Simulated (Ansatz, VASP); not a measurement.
# AlN: VASP beside Ansatz

```xyz
2
Lattice="0.0847 2.1310 2.1310 2.1310 0.0847 2.1310 2.1310 2.1310 0.0847" Properties=species:S:1:pos:R:3 pbc="T T T"
Al    2.1733    2.1733    2.1733
N     0.0000    0.0000    0.0000
```

Alike in both runs: task single point; functional PBE; k mesh 10 × 10 × 10; occupations gaussian, width 0.05 eV; no spin polarisation.

|  | VASP | Ansatz |
| --- | --- | --- |
| version | VASP 6.6.1 | Ansatz 0.2.0 |
| potentials or method | VASP PAW PBE potentials, release 64 (Al, N), cutoff 520 eV | scalar-relativistic, plane waves, PAW |
| valence electrons in the cell | 8 | 8 |

VASP gave:

```
gap on the k mesh at the Fermi level (eV)                     : 3.22
least direct gap on the mesh (eV)                             : 3.89
pressure (GPa)                                                : -16.4
traceless stress, the component that is largest in VASP (GPa) : -11.68
```

Q: Estimate Ansatz's values.

A: gap on the k mesh at the Fermi level (eV): 3.24; least direct gap on the mesh (eV): 3.89; pressure (GPa): -16.2; traceless stress, the component that is largest in VASP (GPa): -11.68.
